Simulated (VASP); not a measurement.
# Te2Mo (R3m) in VASP: relaxation of cell and atoms with PBE

Aim: the relaxation of cell and atoms of Te2Mo with PBE.

Everything below comes from runs of VASP 6.6.1. Logs are shortened: lines on timing, memory, paths and dates and some standing lists are left out, and cuts for length are marked.

## Step 1: The cell of the first run

It takes space group R3m (No. 160, trigonal). Conventional cell: a = 3.557 Å, b = 3.557 Å, c = 24.554 Å, α = 90.00°, β = 90.00°, γ = 120.00°. Within 3.6 Å of Mo (site symmetry 3m) lie 6 Te at 2.73 to 2.74 Å and 6 Mo at 3.56 Å. Within 3.7 Å of Te (site symmetry 3m) lie 3 Mo at 2.74 Å and 7 Te at 3.56 to 3.61 Å. Te (site symmetry 3m) has 3 Mo at 2.73 Å and 7 Te at 3.56 to 3.61 Å within 3.7 Å.

## Step 2: Relaxation of cell and atoms, PBE

INCAR

```
  ALGO = Normal
  EDIFF = 1E-6
  EDIFFG = -0.01
  ENCUT = 600
  GGA = PE
  IBRION = 2
  ISIF = 3
  ISMEAR = 0
  LASPH = T
  LCHARG = F
  LREAL = F
  LWAVE = F
  NELM = 80
  NSW = 80
  PREC = Accurate
  SIGMA = 0.02
```

KPOINTS

```
k-points
0
Gamma
  12 12 12
```

POSCAR

```
Te2Mo
1.0
    1.7784720757      1.0268013317      8.1847747427
   -1.7784720757      1.0268013317      8.1847747427
    0.0000000000     -2.0536026633      8.1847747427
Mo Te
1 2
Direct
    0.0006753977      0.0006753977      0.0006753977
    0.4075783500      0.4075783500      0.4075783500
    0.2604462524      0.2604462524      0.2604462524
```

Potentials or basis: VASP PAW PBE potentials, release 64 (Mo_sv, Te).

Launch:

```
> cat potpaw_PBE.64/Mo_sv/POTCAR potpaw_PBE.64/Te/POTCAR > POTCAR
> mpirun -np 1 vasp_std > vasp.out
```

OUTCAR:

```text
EDIFF = 1E-6
   EDIFFG = -0.01
   ENCUT = 600
   GGA = PE
   IBRION = 2
   ISIF = 3
   ISMEAR = 0
   LASPH = T
   LREAL = F
   NELM = 80
   NSW = 80
   PREC = Accurate

 ion  position               nearest neighbor table
   1  0.001  0.001  0.001-   3 2.73   3 2.73   3 2.73   2 2.74   2 2.74   2 2.74
   2  0.408  0.408  0.408-   1 2.74   1 2.74   1 2.74   3 3.61
   3  0.260  0.260  0.260-   1 2.73   1 2.73   1 2.73   2 3.61

  LATTYP: Found a trigonal (rhomboedric) cell.
 ALAT       =     8.4384726988
 COS(alpha) =     0.9111624859

  Lattice vectors:

 A1 = (   1.7784720757,   1.0268013317,   8.1847747427)
 A2 = (  -1.7784720757,   1.0268013317,   8.1847747427)
 A3 = (   0.0000000000,  -2.0536026633,   8.1847747427)

Analysis of symmetry for initial positions (statically):
=====================================================================
 Subroutine PRICEL returns:
 Original cell was already a primitive cell.

 Routine SETGRP: Setting up the symmetry group for a
 trigonal (rhombohedral) supercell.

 Subroutine GETGRP returns: Found  6 space group operations
 (whereof  6 operations were pure point group operations)
 out of a pool of 12 trial point group operations.

The static configuration has the point symmetry C_3v.

Analysis of symmetry for dynamics (positions and initial velocities):
=====================================================================
 Subroutine PRICEL returns:
 Original cell was already a primitive cell.

 Routine SETGRP: Setting up the symmetry group for a
 trigonal (rhombohedral) supercell.

 Subroutine GETGRP returns: Found  6 space group operations
 (whereof  6 operations were pure point group operations)
 out of a pool of 12 trial point group operations.

The dynamic configuration has the point symmetry C_3v.

 Subroutine INISYM returns: Found  6 space group operations
 (whereof  6 operations are pure point group operations),
 and found     1 'primitive' translations

----------------------------------------------------------------------------------------

                                     Primitive cell

  volume of cell :      89.6791

  direct lattice vectors                    reciprocal lattice vectors
     1.778472076  1.026801332  8.184774743     0.281140203  0.162316372  0.040726024
    -1.778472076  1.026801332  8.184774743    -0.281140203  0.162316372  0.040726024
     0.000000000 -2.053602663  8.184774743     0.000000000 -0.324632744  0.040726024

  length of vectors
[... 96 lines left out ...]
   NUPDOWN=      -1.0000    fix difference up-down
   EMIN   =  10.00;   EMAX   =-10.00  energy-range for DOS
   EFERMI =   0.00;   METHOD = LEGACY
   ISMEAR =     0;   SIGMA  =   0.02  broadening in eV -4-tet -1-fermi 0-gaus
   EFERMI_NEDOS =   21; number of points for ismear=-14 and -15
   IALGO  =     38    algorithm
   IMIX   =      4    mixing-type and parameters
     AMIX     =   0.40;   BMIX     =  1.00
     AMIX_MAG =   1.60;   BMIX_MAG =  1.00
  volume/ion in A,a.u.               =      29.89       201.73
  Fermi-wavevector in a.u.,A,eV,Ry     =   1.083516  2.047549 15.973344  1.174008
  Thomas-Fermi vector in A             =   2.219584
   LORBIT       =      0    0 simple, 1 ext, 2 COOP (PROOUT), +10 PAW based schemes
   GGA     = PE    functional components
   LHFCALC =     F    Hartree Fock is set to
   AEXX    =    0.0000 exact exchange contribution
   IVDW    =     0    specifies the selected vdW correction
   LEPSILON=     F    determine dielectric tensor
   LRPA    =     F    only Hartree local field effects (RPA)
 conjugate gradient relaxation of ions
 non-spin polarized calculation
 Gauss-broadening in eV      SIGMA  =   0.02
  energy-cutoff  :      600.00
  volume of cell :       89.68
 maximum number of plane-waves:      3015
 NGX is ok and might be reduce to    70
   NGX = 33   NGY = 33   NGZ = 33

--------------------------------------- Ionic step        1  -------------------------------------------

 number of electron      26.0000000 magnetization

 Free energy of the ion-electron system (eV)
  ---------------------------------------------------
  ext. energy  EPLUGINS =         0.00000000
  ---------------------------------------------------
  free energy    TOTEN  =       -18.03393172 eV

  energy without entropy =      -18.03393172  energy(sigma->0) =      -18.03393172

------------------------ aborting loop because EDIFF is reached ----------------------------------------

  FORCE on cell =-STRESS in cart. coord.  units (eV):
  Direction    XX          YY          ZZ          XY          YZ          ZX
  --------------------------------------------------------------------------------------
  -------------------------------------------------------------------------------------
  Total       -0.0223107     -0.0223107      0.0563162      0.0000000      0.0000000      0.0000000
  in kB       -0.3985954     -0.3985954      1.0061255      0.0000000      0.0000000      0.0000000
  external PRESSURE =       0.0696449 kB  Pullay stress =       0.0000000 kB
[... 98 lines left out ...]
--------------------------------------- Ionic step        4  -------------------------------------------

 number of electron      26.0000000 magnetization

 Free energy of the ion-electron system (eV)
  ---------------------------------------------------
  ext. energy  EPLUGINS =         0.00000000
  ---------------------------------------------------
  free energy    TOTEN  =       -18.03401518 eV

  energy without entropy =      -18.03401518  energy(sigma->0) =      -18.03401518

 E-fermi :   6.0335     XC(G=0):  -9.2805

 val. band max:        5.8878911472   @ k =  -0.1667   0.5000   0.1667
 cond. band min:       6.9700889660   @ k =  -0.1667   0.5000   0.1667
 fundamental gap:      1.0821978188
 Fermi energy:         6.0334699650

 k-point     1 :       0.0000    0.0000    0.0000
  band No.  band energies     occupation
      1     -54.8010      2.00000
      2     -28.9484      2.00000
      3     -28.8429      2.00000
      4     -28.8429      2.00000
      5      -6.6651      2.00000
      6      -5.6863      2.00000
[... 457 lines left out ...]
      4     -28.8877      2.00000
      5      -4.5922      2.00000
      6      -4.3135      2.00000
[... 9 lines left out ...]
     16       8.2857      0.00000
     17       9.5469      0.00000

 [... further k-points ...]

------------------------ aborting loop because EDIFF is reached ----------------------------------------

  FORCE on cell =-STRESS in cart. coord.  units (eV):
  Direction    XX          YY          ZZ          XY          YZ          ZX
  --------------------------------------------------------------------------------------
  -------------------------------------------------------------------------------------
  Total        0.0298787      0.0298787     -0.0146681      0.0000000     -0.0000000     -0.0000000
  in kB        0.5347277      0.5347277     -0.2625098      0.0000000     -0.0000000     -0.0000000
  external PRESSURE =       0.2689819 kB  Pullay stress =       0.0000000 kB
[... 18 lines left out ...]
  FREE ENERGIE OF THE ION-ELECTRON SYSTEM (eV)
  ---------------------------------------------------
  free  energy   TOTEN  =       -18.0340151803 eV

  energy  without entropy=      -18.0340151803  energy(sigma->0) =      -18.03401518

 reached required accuracy - stopping structural energy minimisation
```

It took 1.9 h on 1 thread of Oxide Virtual Turin-like, shared host; peak memory 0.94 GiB.

What came out:

```
Free energy                           : -18.0340 eV
Relaxed volume                        : 29.84 Å³/atom
Relaxed cell                          : a = 8.442 Å, b = 8.442 Å, c = 8.442 Å, α = 24.30°, β = 24.30°, γ = 24.30°
Space group after relaxing (to 0.1 Å) : R3m (No. 160)
Energy gained by relaxing             : 0.0 meV/atom
Ionic steps                           : 4
Pressure after relaxing               : 0.0 GPa
Largest force after relaxing          : 0.010 eV/Å
Band gap on the k mesh                : 1.08 eV
```

Forces on the atoms (eV/Å):
```
Mo   0.000  0.000  0.000
Te   0.000  0.000  0.010
Te   0.000  0.000 -0.010
```

Stress tensor (GPa, compression positive):
```
 0.05  0.00  0.00
 0.00  0.05  0.00
 0.00  0.00 -0.03
```

Final structure:
```cif
data_structure
_symmetry_space_group_name_H-M 'P 1'
_symmetry_Int_Tables_number 1
_cell_length_a 8.4417
_cell_length_b 8.4417
_cell_length_c 8.4417
_cell_angle_alpha 24.297
_cell_angle_beta 24.297
_cell_angle_gamma 24.297
_cell_volume 89.52
loop_
_atom_site_label
_atom_site_type_symbol
_atom_site_fract_x
_atom_site_fract_y
_atom_site_fract_z
_atom_site_occupancy
Mo1 Mo 0.00067 0.00067 0.00067 1
Te1 Te 0.40767 0.40767 0.40767 1
Te2 Te 0.26036 0.26036 0.26036 1
```

Caveat: spin-orbit coupling is left out, which moves the levels of the heavy elements. A k mesh can miss the band edges.
